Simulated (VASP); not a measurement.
# KMgF3 (Pm-3m) in VASP: a series of runs

KMgF3 is run at these levels: LDA, PBEsol, PBE, r2SCAN; tasks: single point.

Everything below comes from runs of VASP 6.6.1. Logs are shortened: lines on timing, memory, paths and dates and some standing lists are left out, and cuts for length are marked.

**1. The cell of the first run**

It takes space group Pm-3m (No. 221, cubic). The conventional cell has a = 3.909 Å, b = 3.909 Å, c = 3.909 Å, α = 90.00°, β = 90.00°, γ = 90.00°. K (site symmetry m-3m) has 12 F at 2.76 Å and 8 Mg at 3.39 Å within 3.6 Å. Within 2.6 Å of Mg (site symmetry m-3m) lie 6 F at 1.95 Å. Within 2.6 Å of F (site symmetry 4/mmm) lie 2 Mg at 1.95 Å.

**2. Single point, LDA**

INCAR reads:

```
SYSTEM = KMgF3
  PREC = Accurate
  ENCUT = 520
  EDIFF = 1E-6
  ISMEAR = -1
  SIGMA = 0.02
  LREAL = .False.
  LASPH = .True.
  NELM = 60
  ALGO = Normal
  ISIF = 2
  LWAVE = .False.
  LCHARG = .False.
  GGA = CA
  NBANDS = 24
```

KPOINTS reads:

```
Automatic mesh
0
Gamma
  8 8 8
  0 0 0
```

POSCAR reads:

```
KMgF3
1.0
    3.9093610979      0.0000000000      0.0000000000
    0.0000000000      3.9093610979      0.0000000000
    0.0000000000      0.0000000000      3.9093610979
K Mg F
1 1 3
Direct
    0.5000000000      0.5000000000      0.5000000000
    0.0000000000      0.0000000000      0.0000000000
    0.5000000000      0.0000000000      0.0000000000
    0.0000000000      0.5000000000      0.0000000000
    0.0000000000      0.0000000000      0.5000000000
```

Potentials or basis: VASP PAW LDA potentials, release 64 (K_sv, Mg, F).

Run with:

```sh
cat potpaw_LDA.64/K_sv/POTCAR potpaw_LDA.64/Mg/POTCAR potpaw_LDA.64/F/POTCAR > POTCAR
mpirun -np 1 vasp_std > vasp.out
```

OUTCAR:

```text
SYSTEM = KMgF3
   PREC = Accurate
   ENCUT = 520
   EDIFF = 1E-6
   ISMEAR = -1
   LREAL = .False.
   LASPH = .True.
   NELM = 60
   ISIF = 2
   GGA = CA

 ion  position               nearest neighbor table
   1  0.500  0.500  0.500-   3 2.76   4 2.76   5 2.76   3 2.76   4 2.76   3 2.76   5 2.76   3 2.76
                             4 2.76   5 2.76   4 2.76   5 2.76   2 3.39   2 3.39   2 3.39   2 3.39
   2  0.000  0.000  0.000-   3 1.95   4 1.95   5 1.95   5 1.95   4 1.95   3 1.95   1 3.39   1 3.39
                             1 3.39   1 3.39   1 3.39   1 3.39   1 3.39   1 3.39
   3  0.500  0.000  0.000-   2 1.95   2 1.95   1 2.76   1 2.76   1 2.76   1 2.76
   4  0.000  0.500  0.000-   2 1.95   2 1.95   1 2.76   1 2.76   1 2.76   1 2.76
   5  0.000  0.000  0.500-   2 1.95   2 1.95   1 2.76   1 2.76   1 2.76   1 2.76

  LATTYP: Found a simple cubic cell.
 ALAT       =     3.9093610979

  Lattice vectors:

 A1 = (   3.9093610979,   0.0000000000,   0.0000000000)
 A2 = (   0.0000000000,   3.9093610979,   0.0000000000)
 A3 = (   0.0000000000,   0.0000000000,   3.9093610979)

Analysis of symmetry for initial positions (statically):
=====================================================================
 Subroutine PRICEL returns:
 Original cell was already a primitive cell.

 Routine SETGRP: Setting up the symmetry group for a
 simple cubic supercell.

 Subroutine GETGRP returns: Found 48 space group operations
 (whereof 48 operations were pure point group operations)
 out of a pool of 48 trial point group operations.

The static configuration has the point symmetry O_h .

Analysis of symmetry for dynamics (positions and initial velocities):
=====================================================================
 Subroutine PRICEL returns:
 Original cell was already a primitive cell.

 Routine SETGRP: Setting up the symmetry group for a
 simple cubic supercell.

 Subroutine GETGRP returns: Found 48 space group operations
 (whereof 48 operations were pure point group operations)
 out of a pool of 48 trial point group operations.

The dynamic configuration has the point symmetry O_h .

 Subroutine INISYM returns: Found 48 space group operations
 (whereof 48 operations are pure point group operations),
 and found     1 'primitive' translations

----------------------------------------------------------------------------------------

                                     Primitive cell

[... 97 lines left out ...]
   LREAL  =      F    real-space projection
   EDIFFG = 0.1E-04   stopping-criterion for IOM
   NSW    =      0    number of steps for IOM
   IBRION =     -1    ionic relax: 0-MD 1-quasi-New 2-CG
   NFREE  =      0    steps in history (QN), initial steepest desc. (CG)
   ISIF   =      2    stress and relaxation
   ISYM   =      2    0-nonsym 1-usesym 2-fastsym
   POTIM  = 0.5000    time-step for ionic-motion
   TEBEG  =    0.0;   TEEND  =   0.0 temperature during run
   PSTRESS=    0.0 pullay stress
   NELECT =      32.0000    total number of electrons
   NUPDOWN=      -1.0000    fix difference up-down
   EMIN   =  10.00;   EMAX   =-10.00  energy-range for DOS
   EFERMI =   0.00;   METHOD = LEGACY
   ISMEAR =    -1;   SIGMA  =   0.02  broadening in eV -4-tet -1-fermi 0-gaus
   EFERMI_NEDOS =   21; number of points for ismear=-14 and -15
   IALGO  =     38    algorithm
   IMIX   =      4    mixing-type and parameters
     AMIX     =   0.40;   BMIX     =  1.00
     AMIX_MAG =   1.60;   BMIX_MAG =  1.00
  volume/ion in A,a.u.               =      11.95        80.64
  Fermi-wavevector in a.u.,A,eV,Ry     =   1.329492  2.512375 24.048961  1.767549
  Thomas-Fermi vector in A             =   2.458650
   LORBIT       =      0    0 simple, 1 ext, 2 COOP (PROOUT), +10 PAW based schemes
   GGA     = CA    functional components
   LHFCALC =     F    Hartree Fock is set to
   AEXX    =    0.0000 exact exchange contribution
   IVDW    =     0    specifies the selected vdW correction
   LEPSILON=     F    determine dielectric tensor
   LRPA    =     F    only Hartree local field effects (RPA)
 non-spin polarized calculation
  energy-cutoff  :      520.00
  volume of cell :       59.75
 maximum number of plane-waves:      1640
 NGX is ok and might be reduce to    30
   NGX = 15   NGY = 15   NGZ = 15

 number of electron      31.9999991 magnetization

 Free energy of the ion-electron system (eV)
  ---------------------------------------------------
  ext. energy  EPLUGINS =         0.00000000
  ---------------------------------------------------
  free energy    TOTEN  =       -27.13091844 eV

  energy without entropy =      -27.13091844  energy(sigma->0) =      -27.13091844

 E-fermi :  -1.2570     XC(G=0): -10.7034

 val. band max:       -1.6857142411   @ k =   0.5000   0.5000   0.5000
 cond. band min:       5.7250281457   @ k =   0.0000   0.0000   0.0000
 fundamental gap:      7.4107423868
 Fermi energy:        -1.2569605165

 k-point     1 :       0.0000    0.0000    0.0000
  band No.  band energies     occupation
      1     -26.7550      2.00000
      2     -21.5731      2.00000
      3     -20.7944      2.00000
      4     -20.7944      2.00000
      5     -10.5080      2.00000
      6     -10.5080      2.00000
[... 637 lines left out ...]
     23      12.8283      0.00000
     24      13.4250      0.00000

 [... further k-points ...]

------------------------ aborting loop because EDIFF is reached ----------------------------------------

  FORCE on cell =-STRESS in cart. coord.  units (eV):
  Direction    XX          YY          ZZ          XY          YZ          ZX
  --------------------------------------------------------------------------------------
  -------------------------------------------------------------------------------------
  Total       -0.3391585     -0.3391585     -0.3391585      0.0000000      0.0000000     -0.0000000
  in kB       -9.0948585     -9.0948585     -9.0948585      0.0000000      0.0000000     -0.0000000
  external PRESSURE =      -9.0948585 kB  Pullay stress =       0.0000000 kB

 VOLUME and BASIS-vectors are now :
 -----------------------------------------------------------------------------
  energy-cutoff  :      520.00
  volume of cell :       59.75
      direct lattice vectors                 reciprocal lattice vectors
     3.909361098  0.000000000  0.000000000     0.255796273  0.000000000  0.000000000
     0.000000000  3.909361098  0.000000000     0.000000000  0.255796273  0.000000000
     0.000000000  0.000000000  3.909361098     0.000000000  0.000000000  0.255796273

 POSITION                                       TOTAL-FORCE (eV/Angst)
 -----------------------------------------------------------------------------------
      1.95468      1.95468      1.95468         0.000000      0.000000      0.000000
      0.00000      0.00000      0.00000         0.000000      0.000000      0.000000
      1.95468      0.00000      0.00000         0.000000      0.000000      0.000000
      0.00000      1.95468      0.00000         0.000000      0.000000      0.000000
      0.00000      0.00000      1.95468         0.000000      0.000000      0.000000
 -----------------------------------------------------------------------------------
    total drift:                                0.000000     -0.000000      0.000000

  FREE ENERGIE OF THE ION-ELECTRON SYSTEM (eV)
  ---------------------------------------------------
  free  energy   TOTEN  =       -27.1309184376 eV

  energy  without entropy=      -27.1309184376  energy(sigma->0) =      -27.13091844
```

OSZICAR:

```text
N       E                     dE             d eps       ncg     rms          rms(c)
DAV:   1     0.223209507439E+03    0.22321E+03   -0.17250E+04  1736   0.129E+03
DAV:   2    -0.171706616829E+02   -0.24038E+03   -0.23032E+03  2064   0.349E+02
DAV:   3    -0.287516978761E+02   -0.11581E+02   -0.11511E+02  2408   0.711E+01
DAV:   4    -0.292573843778E+02   -0.50569E+00   -0.50560E+00  2248   0.983E+00
DAV:   5    -0.292606204703E+02   -0.32361E-02   -0.32361E-02  2256   0.808E-01    0.866E+00
DAV:   6    -0.272153741217E+02    0.20452E+01   -0.63929E+00  1968   0.190E+01    0.425E+00
DAV:   7    -0.271678171018E+02    0.47557E-01   -0.25324E-01  2000   0.286E+00    0.266E+00
DAV:   8    -0.271325358931E+02    0.35281E-01   -0.71786E-02  2064   0.241E+00    0.350E-01
DAV:   9    -0.271309498673E+02    0.15860E-02   -0.14931E-02  2200   0.855E-01    0.122E-01
DAV:  10    -0.271309264574E+02    0.23410E-04   -0.12069E-03  2040   0.229E-01    0.491E-02
DAV:  11    -0.271309199400E+02    0.65174E-05   -0.32283E-05  2208   0.451E-02    0.256E-02
DAV:  12    -0.271309185787E+02    0.13613E-05   -0.46736E-06  2040   0.192E-02    0.445E-03
DAV:  13    -0.271309184376E+02    0.14107E-06   -0.60099E-07  1304   0.672E-03
   1 F= -.27130918E+02 E0= -.27130918E+02  d E =-.137269E-10
```

Run time: 27 s. Hardware: 1 thread of Intel Xeon Platinum 8488C (Sapphire Rapids), shared host; peak memory 0.18 GiB.

Results:

* Free energy: -27.1309 eV
* Pressure: -0.9 GPa
* Band gap on the k mesh: 7.41 eV, indirect (least direct gap 7.73 eV)

A k mesh can miss the band edges. Expect the measured gap to be larger: semilocal functionals such as LDA lack the derivative discontinuity.

(Continued in part 2 of 3.)
